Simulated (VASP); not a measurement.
Set up this calculation in VASP 6.6.1, as the native input.

```yaml
Task: single point
Functional: PBE
Dispersion: D3(BJ)
Potentials_or_basis: VASP PAW PBE potentials, release 64 (Hf_pv, Se, S)
Cutoff: 400 eV
k_mesh: 1 × 1 × 1, shifted
Occupations: fermi-dirac, width 0.1362 eV
Spin: no spin polarisation
Dipole_correction: no
Mended: yes
Further_INCAR_settings: LREAL = Auto; ALGO = Normal; EDIFF = 1e-06; NBANDS = 70; ISYM = -1
```

The structure of Hf2Se3S3 lies in POSCAR:

```
Hf2Se3S3
1.0
    7.3673110000     -0.0439010000     -0.0180960000
   -0.0439010000      7.5102110000     -0.0415870000
   -0.0180960000     -0.0415870000      7.3739650000
Hf Se S
4 6 6
Direct
    0.1032643167      0.6100804522     -0.0257408210
    0.5029812990      0.7700053815      0.5766827159
    0.4478058428      0.8595248021      0.0355279083
    0.8294097313      0.1733116095      0.1536739744
    0.6578508038      0.1510660911      0.8628155753
    0.2460027729      0.3004588349      0.1287296384
    0.6423080148      0.9026679394      0.3134326590
    0.7536419859      0.6625249588      0.7895880074
    0.5578941684      0.4536974183      0.4656317961
    0.9522007478      0.1922138236      0.5302091373
    0.1727452090      0.7531562420      0.3117465985
    0.2179163829      0.8532194185      0.7460532089
    0.3976755657      0.5342872991      0.9998796771
    0.3127272771      0.3029639108      0.5778453618
    0.8336311271      0.4870130457      0.1200493629
    0.1251467729      0.9645058198      0.1399992486
```

The input as run:

INCAR

```
  ALGO = Normal
  EDIFF = 1E-6
  ENCUT = 400
  GGA = PE
  GGA_COMPAT = False
  ISIF = 2
  ISMEAR = -1
  ISYM = -1
  IVDW = 12
  LASPH = True
  LCHARG = True
  LELF = True
  LREAL = Auto
  LVHAR = True
  LWAVE = False
  NBANDS = 70
  NELM = 120
  PREC = Accurate
  SIGMA = 0.1362
```

KPOINTS

```
explicit points
1
Reciprocal
  0.25000000   0.25000000   0.25000000 1
```

Potentials or basis: VASP PAW PBE potentials, release 64 (Hf_pv, Se, S).

Run with:

```bash
$ cat potpaw_PBE.64/Hf_pv/POTCAR potpaw_PBE.64/Se/POTCAR potpaw_PBE.64/S/POTCAR > POTCAR
$ mpirun -np 1 vasp_std > vasp.out
```

Results of the run:

| Quantity | Value |
| --- | --- |
| Pressure | -1.2 GPa |
| Largest force | 3.305 eV/Å |
| Dispersion energy per atom | -0.313 eV |

Caveat: the atoms stand as in a frame of molecular dynamics.

It took 38 s on 1 thread of AMD EPYC 9R45 96-Core Processor (Zen 5), with other jobs on the host, peak memory 0.29 GiB.
